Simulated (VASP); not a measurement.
Write the native input for VASP 6.6.1 that does the following.

| Quantity | Value |
| --- | --- |
| Task | single point |
| Functional | PBE |
| Potentials or basis | VASP PAW PBE potentials, release 64 (Zn, O) |
| Cutoff | 520 eV |
| k mesh | 9 × 9 × 5 |
| Occupations | gaussian, width 0.029 eV |
| Spin | no spin polarisation |
| Dipole correction | no |
| Further INCAR settings | ALGO = Normal; EDIFF = 1e-06; NBANDS = 26 |

The structure of ZnO (zincite) lies in POSCAR:

```
ZnO
1.0
    3.2493080000      0.0000000000      0.0000000000
   -1.6246540000      2.8139832727      0.0000000000
    0.0000000000      0.0000000000      5.2057090000
Zn O
2 2
Direct
    0.6666666667      0.3333333333      0.0000000000
    0.3333333333      0.6666666667      0.5000000000
    0.3333333333      0.6666666667      0.8790100000
    0.6666666667      0.3333333333      0.3790100000
```

These files were run (other wordings do the same):

INCAR

```
PREC = Accurate
ENCUT = 520
EDIFF = 1E-6
ISMEAR = 0
SIGMA = 0.028999999999999998
LREAL = False
LASPH = True
NELM = 60
ALGO = Normal
ISIF = 2
LWAVE = False
LCHARG = False
GGA = PE
NBANDS = 26
```

KPOINTS

```
Automatic mesh
0
Gamma
  9 9 5
```

Potentials or basis: VASP PAW PBE potentials, release 64 (Zn, O).

The run is started by

```bash
$ cat potpaw_PBE.64/Zn/POTCAR potpaw_PBE.64/O/POTCAR > POTCAR
$ mpirun -np 1 vasp_std > vasp.out
```

Results of the run:

```yaml
Pressure: 6.0 GPa
Largest_force: 0.074 eV/Å
Band_gap_on_the_k_mesh: 0.79 eV, direct
```

Wall time 64 s on 1 thread of Intel(R) Xeon(R) Platinum 8488C (Sapphire Rapids), on a shared host, peak memory 0.18 GiB.
